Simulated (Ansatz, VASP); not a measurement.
RbGa3Te2 in VASP and in Ansatz

```
Rb Ga Te
1.0
     6.66459    0.00000    0.00000
    -3.33229    5.77170    0.00000
     0.00000    0.00000    4.94759
Rb Ga Te
1 3 2
Cartesian
  0.0000 0.0000 0.0000
  3.3323 0.0000 2.4738
  -1.6661 2.8859 2.4738
  1.6661 2.8859 2.4738
  3.3323 1.9239 0.0000
  0.0000 3.8478 0.0000
```

Change from the starting cell: species swapped into the HoCo3B2 type (P6/mmm, No. 191).

Alike in both runs: functional PBE; k mesh 3 × 3 × 4; occupations gaussian, width 0.1 eV; no spin polarisation.

Ansatz relaxed the structure, and its values are those at the end. VASP's run is a single point on that final structure, the one shown.

```csv
,VASP,Ansatz
version,VASP 6.6.1,Ansatz 0.2.0
potentials or method,"VASP PAW PBE potentials, release 64 (Rb_sv, Ga_d, Te), cutoff 520 eV","scalar-relativistic, plane waves, PAW"
valence electrons in the cell,60,80
```

|  | VASP | Ansatz | Ansatz less VASP |
| --- | --- | --- | --- |
| gap on the k mesh at the Fermi level (eV) | none | none | - |
| pressure (GPa) | 0.0 | -0.1 | -0.02 |

A gap of «none» marks a metal or a gap that the smearing closes. With one functional, cell and mesh, what is left measures potentials, basis and numerics. VASP's potentials hold 60 valence electrons a cell and Ansatz's 80, so a difference there can come from the potentials and not from the codes.

The k mesh is coarse, so the values compare programs but aren't converged. Neither program's run includes spin-orbit coupling.
